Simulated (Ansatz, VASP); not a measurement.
## One calculation of Sn, two programs

INCAR

```
PREC = Accurate ; ENCUT = 500
EDIFF = 1E-6 ; ISMEAR = 0
SIGMA = 0.1 ; LREAL = F
LASPH = T ; NELM = 120
ALGO = Normal ; ISIF = 2
LWAVE = F ; LCHARG = F
GGA = PE ; NBANDS = 13
GGA_COMPAT = F
```

KPOINTS

```
Automatic mesh
0
Gamma
  6 6 4
```

Contents of POSCAR:

```
Sn
1.0
    1.5581928916     -2.9091580841      0.0000000000
    1.5581928916      2.9091580841      0.0000000000
    0.0000000000      0.0000000000      4.5430687889
Sn
1
Direct
    0.0000000000      0.0000000000      0.0000000000
```

Input for Ansatz:

```yaml
crystal:
  lattice:
    - [1.5581928916, -2.9091580841, 0.0]
    - [1.5581928916, 2.9091580841, 0.0]
    - [0.0, 0.0, 4.5430687889]
  atoms:
    - { symbol: Sn, position: [0.0, 0.0, 0.0] }
basis:
  ecutwfc: 420
kpoints:
  mp_grid: { grid: [6, 6, 4] }
hamiltonian:
  xc: pbe
scf:
  occupations: { method: gaussian, width: 0.1 }
  lower_state_search: "off"
output:
  forces: true
  stress: true
  eigenvalues: true
```

Alike in both runs: task single point; functional PBE; k mesh 6 × 6 × 4; occupations gaussian, width 0.1 eV; no spin polarisation.

```csv
,VASP,Ansatz
version,VASP 6.6.1,Ansatz 0.2.0
potentials or method,"VASP PAW PBE potentials, release 64 (Sn_d), cutoff 500 eV","scalar-relativistic, plane waves, PAW"
valence electrons in the cell,14,14
```

|  | VASP | Ansatz | Ansatz less VASP |
| --- | --- | --- | --- |
| gap on the k mesh at the Fermi level (eV) | none | none | - |
| pressure (GPa) | -2.5 | -2.5 | +0.02 |
| traceless stress, the component that is largest in VASP (GPa) | -1.65 | -1.65 | +0.001 |

A gap of «none» marks a metal or a gap that the smearing closes.

The k mesh is coarse, so the values compare programs but aren't converged.
